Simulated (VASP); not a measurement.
# BaTiO3 (P4/mmm) in VASP: notebook

The runs below take BaTiO3 through single point, with LDA.

Program: VASP 6.6.1. These are calculated values, not measurements. Logs are shortened: lines on timing, memory, paths and dates and some standing lists are left out, and cuts for length are marked.

## 1. The cell of the first run

The structure is tetragonal, space group P4/mmm (No. 123). Conventional cell: a = 4.126 Å, b = 4.126 Å, c = 5.052 Å, α = 90.00°, β = 90.00°, γ = 90.00°. Within 3.3 Å of Ba (site symmetry 4/mmm) lie 10 O at 2.53 to 3.26 Å. Within 2.7 Å of Ti (site symmetry 4/mmm) lie 4 O at 2.06 Å. O (site symmetry mmm) has 2 Ti at 2.06 Å and 2 O at 2.06 Å within 2.7 Å. Within 2.7 Å of O (site symmetry 4/mmm) lie 4 O at 2.06 Å and 2 Ba at 2.53 Å.

## 2. Single point, LDA

The input, INCAR:

```
SYSTEM = BaTiO3
PREC     = Accurate       ! precision mode
ENCUT    = 520            ! plane-wave cutoff, eV
EDIFF    = 1E-7           ! SCF threshold, eV
ISMEAR   = -1             ! smearing method
SIGMA    = 0.05           ! smearing width, eV
LREAL    = .FALSE.        ! projectors in reciprocal space
LASPH    = .TRUE.         ! aspherical terms in the spheres
NELM     = 80             ! most SCF steps
ALGO     = Normal         ! electronic algorithm
ISIF     = 2              ! what is computed and relaxed
LWAVE    = .FALSE.        ! write WAVECAR
LCHARG   = .FALSE.        ! write CHGCAR
GGA      = CA             ! functional
NBANDS   = 28             ! bands
```

The input, KPOINTS:

```
Automatic mesh
0
G
  6 6 4
  0 0 0
```

The input, POSCAR:

```
BaTiO3
1.0
    4.1261327914      0.0000000000      0.0000000000
    0.0000000000      4.1261327914      0.0000000000
    0.0000000000      0.0000000000      5.0523397242
Ba Ti O
1 1 3
Direct
    0.0000000000      0.0000000000      0.0000000000
    0.5000000000      0.5000000000      0.5000000000
    0.0000000000      0.5000000000      0.5000000000
    0.5000000000      0.0000000000      0.5000000000
    0.0000000000      0.0000000000      0.5000000000
```

Potentials or basis: VASP PAW LDA potentials, release 64 (Ba_sv, Ti_sv, O).

On the command line:

```console
$ cat potpaw_LDA.64/Ba_sv/POTCAR potpaw_LDA.64/Ti_sv/POTCAR potpaw_LDA.64/O/POTCAR > POTCAR
$ mpirun -np 1 vasp_std > vasp.out
```

OUTCAR:

```text
SYSTEM = BaTiO3
   PREC = Accurate
   ENCUT = 520
   EDIFF = 1E-7
   ISMEAR = -1
   LREAL = .FALSE.
   LASPH = .TRUE.
   NELM = 80
   ISIF = 2
   GGA = CA

 ion  position               nearest neighbor table
   1  0.000  0.000  0.000-   5 2.53   5 2.53   3 3.26   3 3.26   4 3.26   4 3.26   3 3.26   3 3.26
                             4 3.26   4 3.26
   2  0.500  0.500  0.500-   3 2.06   4 2.06   4 2.06   3 2.06
   3  0.000  0.500  0.500-   2 2.06   2 2.06   1 3.26   1 3.26   1 3.26   1 3.26
   4  0.500  0.000  0.500-   2 2.06   2 2.06   1 3.26   1 3.26   1 3.26   1 3.26
   5  0.000  0.000  0.500-   1 2.53   1 2.53

  LATTYP: Found a simple tetragonal cell.
 ALAT       =     4.1261327914
 C/A-ratio  =     1.2244733700

  Lattice vectors:

 A1 = (   4.1261327914,   0.0000000000,   0.0000000000)
 A2 = (   0.0000000000,   4.1261327914,   0.0000000000)
 A3 = (   0.0000000000,   0.0000000000,   5.0523397242)

Analysis of symmetry for initial positions (statically):
=====================================================================
 Subroutine PRICEL returns:
 Original cell was already a primitive cell.

 Routine SETGRP: Setting up the symmetry group for a
 simple tetragonal supercell.

 Subroutine GETGRP returns: Found 16 space group operations
 (whereof 16 operations were pure point group operations)
 out of a pool of 16 trial point group operations.

The static configuration has the point symmetry D_4h.

Analysis of symmetry for dynamics (positions and initial velocities):
=====================================================================
 Subroutine PRICEL returns:
 Original cell was already a primitive cell.

 Routine SETGRP: Setting up the symmetry group for a
 simple tetragonal supercell.

 Subroutine GETGRP returns: Found 16 space group operations
 (whereof 16 operations were pure point group operations)
 out of a pool of 16 trial point group operations.

The dynamic configuration has the point symmetry D_4h.

 Subroutine INISYM returns: Found 16 space group operations
 (whereof 16 operations are pure point group operations),
 and found     1 'primitive' translations

----------------------------------------------------------------------------------------

                                     Primitive cell

  volume of cell :      86.0159

  direct lattice vectors                    reciprocal lattice vectors
     4.126132791  0.000000000  0.000000000     0.242357687  0.000000000  0.000000000
     0.000000000  4.126132791  0.000000000     0.000000000  0.242357687  0.000000000
     0.000000000  0.000000000  5.052339724     0.000000000  0.000000000  0.197928100

  length of vectors
     4.126132791  4.126132791  5.052339724     0.242357687  0.242357687  0.197928100

  position of ions in fractional coordinates (direct lattice)
     0.000000000  0.000000000  0.000000000
     0.500000000  0.500000000  0.500000000
     0.000000000  0.500000000  0.500000000
     0.500000000  0.000000000  0.500000000
     0.000000000  0.000000000  0.500000000

  ion indices of the primitive-cell ions
   primitive index   ion index
                 1           1
                 2           2
                 3           3
                 4           4
                 5           5

----------------------------------------------------------------------------------------

 KPOINTS: Automatic mesh

Automatic generation of k-mesh.
 Grid dimensions read from file:
 generate k-points for:    6    6    4

 Generating k-lattice:

  Cartesian coordinates                     Fractional coordinates (reciprocal lattice)
     0.040392948  0.000000000  0.000000000     0.166666667  0.000000000  0.000000000
     0.000000000  0.040392948  0.000000000     0.000000000  0.166666667  0.000000000
     0.000000000  0.000000000  0.049482025     0.000000000  0.000000000  0.250000000

  Length of vectors
     0.040392948  0.040392948  0.049482025

  Shift w.r.t. Gamma in fractional coordinates (k-lattice)
     0.000000000  0.000000000  0.000000000

 Subroutine IBZKPT returns following result:
 ===========================================

 Found     30 irreducible k-points:

 Following reciprocal coordinates:
            Coordinates               Weight
  0.000000  0.000000  0.000000      1.000000
  0.166667  0.000000  0.000000      4.000000
  0.333333  0.000000  0.000000      4.000000
  0.500000  0.000000  0.000000      2.000000
  0.166667  0.166667  0.000000      4.000000
  0.333333  0.166667  0.000000      8.000000
[... 16 lines left out ...]
  0.333333  0.000000  0.500000      4.000000
  0.500000  0.000000  0.500000      2.000000
 [... further k-points ...]
   k-points           NKPTS =     30   k-points in BZ     NKDIM =     30   number of bands    NBANDS=     28
   number of dos      NEDOS =    301   number of ions     NIONS =      5
   total plane-waves  NPLWV =  40960
   dimension x,y,z NGX =    32 NGY =   32 NGZ =   40
   dimension x,y,z NGXF=    64 NGYF=   64 NGZF=   80
   ions per type =               1   1   3
   NGX,Y,Z   is equivalent  to a cutoff of  12.89, 12.89, 13.16 a.u.
   NGXF,Y,Z  is equivalent  to a cutoff of  25.79, 25.79, 26.32 a.u.
 SYSTEM =  BaTiO3
   PREC   = accura    normal or accurate (medium, high low for compatibility)
   ISTART =      0    job   : 0-new  1-cont  2-samecut
   ICHARG =      2    charge: 1-file 2-atom 10-const
   ISPIN  =      1    spin polarized calculation?
   LNONCOLLINEAR =      F non collinear calculations
   LSORBIT =      F    spin-orbit coupling
   LASPH  =      T    aspherical Exc in radial PAW
   ENCUT  =  520.0 eV  38.22 Ry    6.18 a.u.   7.67  7.67  9.39*2*pi/ulx,y,z
   NELM   =     80;   NELMIN=  2; NELMDL= -5     # of ELM steps
   EDIFF  = 0.1E-06   stopping-criterion for ELM
   LREAL  =      F    real-space projection
   EDIFFG = 0.1E-05   stopping-criterion for IOM
   NSW    =      0    number of steps for IOM
   IBRION =     -1    ionic relax: 0-MD 1-quasi-New 2-CG
   NFREE  =      0    steps in history (QN), initial steepest desc. (CG)
   ISIF   =      2    stress and relaxation
   ISYM   =      2    0-nonsym 1-usesym 2-fastsym
   POTIM  = 0.5000    time-step for ionic-motion
   TEBEG  =    0.0;   TEEND  =   0.0 temperature during run
   PSTRESS=    0.0 pullay stress
   NELECT =      40.0000    total number of electrons
   NUPDOWN=      -1.0000    fix difference up-down
   EMIN   =  10.00;   EMAX   =-10.00  energy-range for DOS
   EFERMI =   0.00;   METHOD = LEGACY
   ISMEAR =    -1;   SIGMA  =   0.05  broadening in eV -4-tet -1-fermi 0-gaus
   EFERMI_NEDOS =   21; number of points for ismear=-14 and -15
   IALGO  =     38    algorithm
   IMIX   =      4    mixing-type and parameters
     AMIX     =   0.40;   BMIX     =  1.00
     AMIX_MAG =   1.60;   BMIX_MAG =  1.00
  volume/ion in A,a.u.               =      17.20       116.09
  Fermi-wavevector in a.u.,A,eV,Ry     =   1.268339  2.396812 21.887455  1.608683
  Thomas-Fermi vector in A             =   2.401439
   LORBIT       =      0    0 simple, 1 ext, 2 COOP (PROOUT), +10 PAW based schemes
   GGA     = CA    functional components
   LHFCALC =     F    Hartree Fock is set to
   AEXX    =    0.0000 exact exchange contribution
   IVDW    =     0    specifies the selected vdW correction
   LEPSILON=     F    determine dielectric tensor
   LRPA    =     F    only Hartree local field effects (RPA)
 non-spin polarized calculation
  energy-cutoff  :      520.00
  volume of cell :       86.02
 maximum number of plane-waves:      2343
 NGX is ok and might be reduce to    32
   NGX = 15   NGY = 15   NGZ = 19

 number of electron      40.0000021 magnetization

 Free energy of the ion-electron system (eV)
  ---------------------------------------------------
  ext. energy  EPLUGINS =         0.00000000
  ---------------------------------------------------
  free energy    TOTEN  =       -34.58494559 eV

  energy without entropy =      -34.54896435  energy(sigma->0) =      -34.56695497

 E-fermi :   3.8503     XC(G=0): -10.2163

 val. band max:        3.8412780795   @ k =   0.0000   0.0000   0.0000
 cond. band min:       3.8579794977   @ k =   0.0000   0.0000   0.2500
 fundamental gap:      0.0167014182
 Fermi energy:         3.8502684191

 k-point     1 :       0.0000    0.0000    0.0000
  band No.  band energies     occupation
      1     -53.6724      2.00000
      2     -30.3726      2.00000
      3     -30.3726      2.00000
      4     -30.1006      2.00000
      5     -23.7441      2.00000
      6     -15.9936      2.00000
[... 20 lines left out ...]
     27       5.8258      0.00000
     28       8.6634      0.00000

 k-point     2 :       0.1667    0.0000    0.0000
  band No.  band energies     occupation
      1     -53.6722      2.00000
      2     -30.3826      2.00000
      3     -30.3722      2.00000
      4     -30.1003      2.00000
      5     -23.7331      2.00000
      6     -15.8577      2.00000
[... 20 lines left out ...]
     27       6.2963      0.00000
     28       8.1514      0.00000

 k-point     3 :       0.3333    0.0000    0.0000
  band No.  band energies     occupation
      1     -53.6718      2.00000
      2     -30.4026      2.00000
      3     -30.3714      2.00000
      4     -30.0996      2.00000
      5     -23.7111      2.00000
      6     -15.4955      2.00000
[... 20 lines left out ...]
     27       7.5304      0.00000
     28       7.5885      0.00000

 k-point     4 :       0.5000    0.0000    0.0000
  band No.  band energies     occupation
      1     -53.6716      2.00000
      2     -30.4125      2.00000
      3     -30.3710      2.00000
      4     -30.0992      2.00000
      5     -23.7000      2.00000
      6     -15.1580      2.00000
[... 578 lines left out ...]
     27       6.3265      0.00000
     28       8.3005      0.00000

 k-point    23 :       0.3333    0.0000    0.5000
  band No.  band energies     occupation
      1     -53.6718      2.00000
      2     -30.4024      2.00000
      3     -30.3714      2.00000
      4     -30.1000      2.00000
      5     -23.6877      2.00000
      6     -15.7011      2.00000
[... 20 lines left out ...]
     27       6.7172      0.00000
     28       8.0290      0.00000

 k-point    24 :       0.5000    0.0000    0.5000
  band No.  band energies     occupation
      1     -53.6716      2.00000
      2     -30.4123      2.00000
      3     -30.3710      2.00000
      4     -30.0997      2.00000
      5     -23.6778      2.00000
      6     -15.3897      2.00000
[... 20 lines left out ...]
     27       6.3817      0.00000
     28       7.7822      0.00000

 [... further k-points ...]

------------------------ aborting loop because EDIFF is reached ----------------------------------------

  FORCE on cell =-STRESS in cart. coord.  units (eV):
  Direction    XX          YY          ZZ          XY          YZ          ZX
  --------------------------------------------------------------------------------------
  -------------------------------------------------------------------------------------
  Total       -4.6965244     -4.6965244     -3.8962895      0.0000000     -0.0000000      0.0000000
  in kB      -87.4798877    -87.4798877    -72.5742993      0.0000000     -0.0000000      0.0000000
  external PRESSURE =     -82.5113583 kB  Pullay stress =       0.0000000 kB

 VOLUME and BASIS-vectors are now :
 -----------------------------------------------------------------------------
  energy-cutoff  :      520.00
  volume of cell :       86.02
      direct lattice vectors                 reciprocal lattice vectors
     4.126132791  0.000000000  0.000000000     0.242357687  0.000000000  0.000000000
     0.000000000  4.126132791  0.000000000     0.000000000  0.242357687  0.000000000
     0.000000000  0.000000000  5.052339724     0.000000000  0.000000000  0.197928100

 POSITION                                       TOTAL-FORCE (eV/Angst)
 -----------------------------------------------------------------------------------
      0.00000      0.00000      0.00000         0.000000      0.000000      0.000000
      2.06307      2.06307      2.52617         0.000000      0.000000      0.000000
      0.00000      2.06307      2.52617         0.000000      0.000000      0.000000
      2.06307      0.00000      2.52617         0.000000      0.000000      0.000000
      0.00000      0.00000      2.52617         0.000000      0.000000      0.000000
 -----------------------------------------------------------------------------------
    total drift:                                0.000000      0.000000     -0.000000

  FREE ENERGIE OF THE ION-ELECTRON SYSTEM (eV)
  ---------------------------------------------------
  free  energy   TOTEN  =       -34.5849455912 eV

  energy  without entropy=      -34.5489643527  energy(sigma->0) =      -34.56695497
```

Run time: 2.2 min. Hardware: 1 thread of AMD EPYC 7R13, shared host; peak memory 0.18 GiB.

Results:

| Item | Value |
| --- | --- |
| Free energy | -34.5849 eV |
| Pressure | -8.3 GPa |
| Band gap on the k mesh | zero (bands 20 and 21 overlap by 1.66 eV) |

Stress tensor (GPa, compression positive):
```
-8.75  0.00  0.00
 0.00 -8.75  0.00
 0.00  0.00 -7.26
```

Levels at points of the mesh, in eV from the Fermi level:
| k point | band 16 | band 17 | band 18 | band 19 | band 20 | band 21 | band 22 | band 23 | band 24 | band 25 |
| --- | --- | --- | --- | --- | --- | --- | --- | --- | --- | --- |
| (0.00, 0.00, 0.00) | -3.64 | -3.48 | -1.91 | -1.22 | -0.03 | -0.03 | -0.01 | 1.47 | 1.50 | 1.50 |
| (0.50, 0.00, 0.00) | -4.17 | -2.87 | -1.85 | -1.43 | -0.49 | 0.15 | 0.75 | 1.14 | 1.43 | 1.77 |
| (0.50, 0.50, 0.00) | -3.82 | -2.72 | -2.18 | -2.18 | -1.68 | -1.38 | 1.44 | 1.44 | 2.03 | 3.10 |
| (0.00, 0.00, 0.50) | -3.64 | -3.64 | -2.68 | 0.02 | 0.09 | 0.09 | 0.17 | 0.50 | 1.48 | 1.48 |
| (0.50, 0.00, 0.50) | -3.87 | -2.90 | -2.85 | -2.04 | -0.11 | 0.04 | 0.75 | 1.37 | 1.74 | 2.23 |
| (0.50, 0.50, 0.50) | -3.80 | -3.65 | -2.71 | -2.38 | -2.38 | -0.42 | 0.36 | 1.43 | 1.43 | 2.04 |

Caveat: the cell stands under tension; spin-orbit coupling is left out, which moves the levels of the heavy elements; semilocal functionals often make such compounds metallic where correlation or magnetic order opens a gap, which also shifts bond lengths.

[end of part 1 of 2]
